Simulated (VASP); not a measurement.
Runs of VASP 6.6.1 on Hg. The structure is that of space group P6/mmm (No. 191), or close to it. The cells are those of the table. The cell was built from a structure type or drawn by symmetry, and may not be a known phase.

```tsv
task	cell	k mesh	cutoff (eV)	gap on the mesh (eV)	pressure (GPa)
single point	a = 4.808, b = 4.808, c = 3.031 Å, angles 90.0, 90.0, 120.0°, 2 atoms	6 × 6 × 6	520	none	6.2
single point	a = 5.425, b = 5.425, c = 3.142 Å, angles 90.0, 90.0, 120.0°, 2 atoms	12 × 12 × 18	520	none	0.1
relaxation of cell and atoms	relaxed from a = 4.808, b = 4.808, c = 3.031 Å, angles 90.0, 90.0, 120.0°, 2 atoms	6 × 6 × 6	600	none	0.0
single point	a = 5.135, b = 5.135, c = 3.157 Å, angles 90.0, 90.0, 120.0°, 2 atoms	6 × 6 × 6	520	none	(a)
```

Alike in all rows: level PBE; potentials or basis VASP PAW PBE potentials, release 64 (Hg); no spin polarisation; smearing gaussian 0.1 eV.

Question: Fill in the values left out.

Answer: (a) 0.2.

Caveats: spin-orbit coupling is left out, which moves the levels of the heavy elements; the cell stands under pressure (at least some runs).

A k mesh can miss the band edges, and the runs leave out spin-orbit coupling on Hg.

A gap of «none» marks levels without a gap at the run's occupations.
